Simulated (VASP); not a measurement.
# Cd in VASP: a series of runs

Cd is run at these levels: PBE; tasks: single point.

All numbers are computed with VASP 6.6.1; they aren't measurements. Logs are shortened: lines on timing, memory, paths and dates and some standing lists are left out, and cuts for length are marked.

## 1. The cell of the first run

Symmetry: Im-3m, No. 229, cubic system. Conventional cell: a = 3.723 Å, b = 3.723 Å, c = 3.723 Å, α = 90.00°, β = 90.00°, γ = 90.00°. Within 4.2 Å of Cd (site symmetry m-3m) lie 14 Cd at 3.22 to 3.72 Å.

This isn't the form of Cd at room conditions, which is hcp.

## 2. Single point, PBE (strained)

INCAR reads:

```
SYSTEM = Cd
PREC = Accurate
ENCUT = 520
EDIFF = 1E-7
ISMEAR = 0
SIGMA = 0.1
LREAL = .FALSE.
LASPH = .TRUE.
NELM = 60
ALGO = Fast
ISIF = 2
LWAVE = .FALSE.
LCHARG = .FALSE.
GGA = PE
NBANDS = 12
```

KPOINTS reads:

```
Automatic mesh
0
G
  16 16 16
  0 0 0
```

POSCAR reads:

```
Cd
1.0
   -1.8612619646      1.8612619646      1.8612619646
    1.8612619646     -1.8612619646      1.8612619646
    1.8612619646      1.8612619646     -1.8612619646
Cd
1
Direct
    0.0000000000      0.0000000000      0.0000000000
```

Potentials or basis: VASP PAW PBE potentials, release 64 (Cd).

Command:

```sh
> cat potpaw_PBE.64/Cd/POTCAR > POTCAR
> mpirun -np 1 vasp_std > vasp.out
```

OUTCAR:

```text
SYSTEM = Cd
   PREC = Accurate
   ENCUT = 520
   EDIFF = 1E-7
   ISMEAR = 0
   LREAL = .FALSE.
   LASPH = .TRUE.
   NELM = 60
   ISIF = 2
   GGA = PE

 ion  position               nearest neighbor table
   1  0.000  0.000  0.000-

  LATTYP: Found a body centered cubic cell.
 ALAT       =     3.7225239292

  Lattice vectors:

 A1 = (  -1.8612619646,   1.8612619646,   1.8612619646)
 A2 = (   1.8612619646,  -1.8612619646,   1.8612619646)
 A3 = (   1.8612619646,   1.8612619646,  -1.8612619646)

Analysis of symmetry for initial positions (statically):
=====================================================================
 Subroutine PRICEL returns:
 Original cell was already a primitive cell.

 Routine SETGRP: Setting up the symmetry group for a
 body centered cubic supercell.

 Subroutine GETGRP returns: Found 48 space group operations
 (whereof 48 operations were pure point group operations)
 out of a pool of 48 trial point group operations.

The static configuration has the point symmetry O_h .

Analysis of symmetry for dynamics (positions and initial velocities):
=====================================================================
 Subroutine PRICEL returns:
 Original cell was already a primitive cell.

 Routine SETGRP: Setting up the symmetry group for a
 body centered cubic supercell.

 Subroutine GETGRP returns: Found 48 space group operations
 (whereof 48 operations were pure point group operations)
 out of a pool of 48 trial point group operations.

The dynamic configuration has the point symmetry O_h .

 Subroutine INISYM returns: Found 48 space group operations
 (whereof 48 operations are pure point group operations),
 and found     1 'primitive' translations

----------------------------------------------------------------------------------------

                                     Primitive cell

  volume of cell :      25.7919

  direct lattice vectors                    reciprocal lattice vectors
    -1.861261965  1.861261965  1.861261965     0.000000000  0.268634942  0.268634942
     1.861261965 -1.861261965  1.861261965     0.268634942  0.000000000  0.268634942
     1.861261965  1.861261965 -1.861261965     0.268634942  0.268634942  0.000000000

  length of vectors
     3.223800289  3.223800289  3.223800289     0.379907178  0.379907178  0.379907178

  position of ions in fractional coordinates (direct lattice)
     0.000000000  0.000000000  0.000000000

[... 82 lines left out ...]
   ISYM   =      2    0-nonsym 1-usesym 2-fastsym
   POTIM  = 0.5000    time-step for ionic-motion
   TEBEG  =    0.0;   TEEND  =   0.0 temperature during run
   PSTRESS=    0.0 pullay stress
   NELECT =      12.0000    total number of electrons
   NUPDOWN=      -1.0000    fix difference up-down
   EMIN   =  10.00;   EMAX   =-10.00  energy-range for DOS
   EFERMI =   0.00;   METHOD = LEGACY
   ISMEAR =     0;   SIGMA  =   0.10  broadening in eV -4-tet -1-fermi 0-gaus
   EFERMI_NEDOS =   21; number of points for ismear=-14 and -15
   IALGO  =     68    algorithm
   IMIX   =      4    mixing-type and parameters
     AMIX     =   0.40;   BMIX     =  1.00
     AMIX_MAG =   1.60;   BMIX_MAG =  1.00
  volume/ion in A,a.u.               =      25.79       174.05
  Fermi-wavevector in a.u.,A,eV,Ry     =   1.268550  2.397213 21.894771  1.609220
  Thomas-Fermi vector in A             =   2.401639
   LORBIT       =      0    0 simple, 1 ext, 2 COOP (PROOUT), +10 PAW based schemes
   GGA     = PE    functional components
   LHFCALC =     F    Hartree Fock is set to
   AEXX    =    0.0000 exact exchange contribution
   IVDW    =     0    specifies the selected vdW correction
   LEPSILON=     F    determine dielectric tensor
   LRPA    =     F    only Hartree local field effects (RPA)
 non-spin polarized calculation
 RMM-DIIS sequential band-by-band and
 Gauss-broadening in eV      SIGMA  =   0.10
  energy-cutoff  :      520.00
  volume of cell :       25.79
 maximum number of plane-waves:       711
   NGX = 11   NGY = 11   NGZ = 11

 number of electron      11.9999998 magnetization

 Free energy of the ion-electron system (eV)
  ---------------------------------------------------
  ext. energy  EPLUGINS =         0.00000000
  ---------------------------------------------------
  free energy    TOTEN  =        -0.67360079 eV

  energy without entropy =       -0.67151697  energy(sigma->0) =       -0.67255888

 E-fermi :   1.7367     XC(G=0): -10.1296

 val. band max:        1.7210206621   @ k =   0.5000   0.5000   0.2500
 cond. band min:       1.7468975186   @ k =   0.3750   0.2500   0.0000
 fundamental gap:      0.0258768565
 Fermi energy:         1.7367021120

 k-point     1 :       0.0000    0.0000    0.0000
  band No.  band energies     occupation
      1      -7.0751      2.00000
      2      -7.0751      2.00000
      3      -7.0751      2.00000
      4      -6.6146      2.00000
      5      -6.6146      2.00000
      6      -5.8926      2.00000
      7      15.9605      0.00000
      8      15.9605      0.00000
      9      15.9605      0.00000
     10      16.5339      0.00000
     11      16.5339      0.00000
     12      16.5339      0.00000
[... 331 lines left out ...]
 k-point    24 :       0.2500    0.1875    0.0000
  band No.  band energies     occupation
      1      -7.2384      2.00000
      2      -7.0968      2.00000
      3      -6.7006      2.00000
      4      -6.6848      2.00000
      5      -6.5276      2.00000
      6      -2.1914      2.00000
      7       5.3203      0.00000
      8       7.0523      0.00000
      9      10.9760      0.00000
     10      15.9524      0.00000
     11      17.2695      0.00000
     12      19.7303      0.00000

 [... further k-points ...]

------------------------ aborting loop because EDIFF is reached ----------------------------------------

  FORCE on cell =-STRESS in cart. coord.  units (eV):
  Direction    XX          YY          ZZ          XY          YZ          ZX
  --------------------------------------------------------------------------------------
  -------------------------------------------------------------------------------------
  Total       -0.4165713     -0.4165713     -0.4165713      0.0000000      0.0000000      0.0000000
  in kB      -25.8772101    -25.8772101    -25.8772101      0.0000000      0.0000000      0.0000000
  external PRESSURE =     -25.8772101 kB  Pullay stress =       0.0000000 kB

 VOLUME and BASIS-vectors are now :
 -----------------------------------------------------------------------------
  energy-cutoff  :      520.00
  volume of cell :       25.79
      direct lattice vectors                 reciprocal lattice vectors
    -1.861261965  1.861261965  1.861261965     0.000000000  0.268634942  0.268634942
     1.861261965 -1.861261965  1.861261965     0.268634942  0.000000000  0.268634942
     1.861261965  1.861261965 -1.861261965     0.268634942  0.268634942  0.000000000

 POSITION                                       TOTAL-FORCE (eV/Angst)
 -----------------------------------------------------------------------------------
      0.00000      0.00000      0.00000        -0.000000     -0.000000     -0.000000
 -----------------------------------------------------------------------------------
    total drift:                                0.000000      0.000000     -0.000000

  FREE ENERGIE OF THE ION-ELECTRON SYSTEM (eV)
  ---------------------------------------------------
  free  energy   TOTEN  =        -0.6736007875 eV

  energy  without entropy=       -0.6715169718  energy(sigma->0) =       -0.67255888
```

OSZICAR:

```text
N       E                     dE             d eps       ncg     rms          rms(c)
DAV:   1     0.691105961745E+02    0.69111E+02   -0.68284E+03  3776   0.964E+02
DAV:   2     0.660531857955E+00   -0.68450E+02   -0.65738E+02  3812   0.231E+02
DAV:   3    -0.698512486013E+00   -0.13590E+01   -0.13584E+01  4128   0.360E+01
DAV:   4    -0.700295118002E+00   -0.17826E-02   -0.17826E-02  3856   0.131E+00
DAV:   5    -0.700299732755E+00   -0.46148E-05   -0.46146E-05  4004   0.655E-02    0.203E+00
RMM:   6    -0.673584925910E+00    0.26715E-01   -0.54871E-02  3524   0.238E+00    0.175E+00
RMM:   7    -0.673074460744E+00    0.51047E-03   -0.52869E-03  3610   0.638E-01    0.903E-01
RMM:   8    -0.673553773855E+00   -0.47931E-03   -0.16359E-03  3587   0.583E-01    0.833E-02
RMM:   9    -0.673601862310E+00   -0.48088E-04   -0.11362E-04  3813   0.111E-01    0.650E-02
RMM:  10    -0.673600851464E+00    0.10108E-05   -0.33579E-05  3882   0.817E-02    0.289E-03
RMM:  11    -0.673600787482E+00    0.63982E-07   -0.88402E-07  3855   0.114E-02
   1 F= -.67360079E+00 E0= -.67255888E+00  d E =-.208382E-02
```

It took 13 s on 1 thread of Intel Xeon Platinum 8488C (Sapphire Rapids), shared host; peak memory 0.16 GiB.

What came out:

- Free energy: -0.6736 eV
- Pressure: -2.6 GPa
- Band gap on the k mesh: zero (bands 6 and 7 overlap by 4.46 eV)

Caveat: the cell differs from its parent crystal (strained).

## 3. Single point, PBE (strained)

INCAR reads:

```
PREC     = Accurate       # precision mode
ENCUT    = 520            # plane-wave cutoff, eV
EDIFF    = 1E-7           # SCF threshold, eV
ISMEAR   = 0              # smearing method
SIGMA    = 0.1            # smearing width, eV
LREAL    = F              # projectors in reciprocal space
LASPH    = T              # aspherical terms in the spheres
NELM     = 60             # most SCF steps
ALGO     = Fast           # electronic algorithm
ISIF     = 2              # what is computed and relaxed
LWAVE    = F              # write WAVECAR
LCHARG   = T              # write CHGCAR
GGA      = PE             # functional
LELF     = T              # ELF
LVHAR    = T            
NBANDS   = 12             # bands
```

KPOINTS reads:

```
regular mesh
0
Gamma
  14 14 14
```

POSCAR reads:

```
Cd
1.0
   -1.6955341373      1.7393213992      1.7752219578
    1.6906094086     -1.7053835947      1.7363594246
    1.7669070173      1.7767564747     -1.7412841534
Cd
1
Direct
    0.0000000000      0.0000000000      0.0000000000
```

Potentials or basis: VASP PAW PBE potentials, release 64 (Cd).

Command:

```sh
> cat potpaw_PBE.64/Cd/POTCAR > POTCAR
> mpirun -np 1 vasp_std > vasp.out
```

It took 2 min on 1 thread of Intel Xeon Platinum 8488C (Sapphire Rapids), shared host; peak memory 0.42 GiB.

Results (log left out):

```
Free energy            : -0.6607 eV
Pressure               : 4.8 GPa
Band gap on the k mesh : zero (bands 6 and 7 overlap by 4.47 eV)
```

Stress tensor (GPa, compression positive):
```
 4.24 -0.05 -0.05
-0.05  5.08  0.07
-0.05  0.07  5.08
```

Levels at points of the mesh, in eV from the Fermi level:
```csv
k point,band 3,band 4,band 5,band 6,band 7,band 8,band 9,band 10
"(0.00, 0.00, 0.00)",-9.30,-9.06,-8.73,-8.69,15.03,15.31,15.81,16.48
"(0.50, 0.00, 0.00)",-8.76,-8.68,-8.28,-2.40,-1.18,9.55,10.80,13.91
"(0.00, 0.50, 0.00)",-8.74,-8.68,-8.25,-2.22,-0.80,9.31,10.12,13.68
"(0.50, 0.50, 0.00)",-8.77,-8.72,-8.20,-2.05,-0.44,9.07,9.89,13.50
"(0.00, 0.00, 0.50)",-8.71,-8.63,-8.30,-2.42,-1.25,9.65,10.38,13.96
"(0.50, 0.00, 0.50)",-8.73,-8.67,-8.25,-2.25,-0.87,8.93,10.58,13.33
"(0.00, 0.50, 0.50)",-8.79,-8.72,-8.23,-2.23,-0.80,9.35,10.51,13.74
"(0.50, 0.50, 0.50)",-8.44,-8.37,-8.28,3.22,3.35,3.75,6.04,8.03
```

Caveat: the cell differs from its parent crystal (strained); the cell stands under pressure.
